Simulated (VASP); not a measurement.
Set up this calculation in VASP 6.6.1, as the native input.

```yaml
Task: single point
Functional: PBE
Potentials_or_basis: VASP PAW PBE potentials, release 64 (Ti_sv, H)
Cutoff: 520 eV
k_mesh: 12 × 12 × 12
Occupations: gaussian, width 0.1 eV
Spin: no spin polarisation
Dipole_correction: no
Further_INCAR_settings: ALGO = Normal; EDIFF = 1e-06; NBANDS = 18
```

The structure of TiH5 lies in POSCAR:

```
TiH5
1.0
    3.3538230210      0.0000000000      0.0000000000
   -1.6769115105      2.9044959360      0.0000000000
    0.0000000000      0.0000000000      2.9251267771
Ti H
1 5
Direct
    0.0000000000      0.0000000000      0.0000000000
    0.3333333333      0.6666666667      0.0000000000
    0.6666666667      0.3333333333      0.0000000000
    0.5000000000      0.0000000000      0.5000000000
    0.5000000000      0.5000000000      0.5000000000
    0.0000000000      0.5000000000      0.5000000000
```

The cell was generated, and may not be a known phase.

The input as run:

INCAR

```
  PREC = Accurate
  ENCUT = 520
  EDIFF = 1E-6
  ISMEAR = 0
  SIGMA = 0.1
  LREAL = F
  LASPH = T
  NELM = 100
  ALGO = Normal
  ISIF = 2
  LWAVE = F
  LCHARG = T
  GGA = PE
  LELF = T
  LVHAR = T
  NBANDS = 18
```

KPOINTS

```
regular mesh
0
Gamma
  12 12 12
```

Potentials or basis: VASP PAW PBE potentials, release 64 (Ti_sv, H).

The run is started by

```sh
$ cat potpaw_PBE.64/Ti_sv/POTCAR potpaw_PBE.64/H/POTCAR > POTCAR
$ mpirun -np 1 vasp_std > vasp.out
```

It gave:

```yaml
Pressure: -0.3 GPa
Band_gap_on_the_k_mesh: zero (an odd number of electrons rules out a gap without spin polarisation)
```

It took 30 s on 1 thread of Intel(R) Xeon(R) 6975P-C (Granite Rapids), on a shared host, peak memory 0.19 GiB.
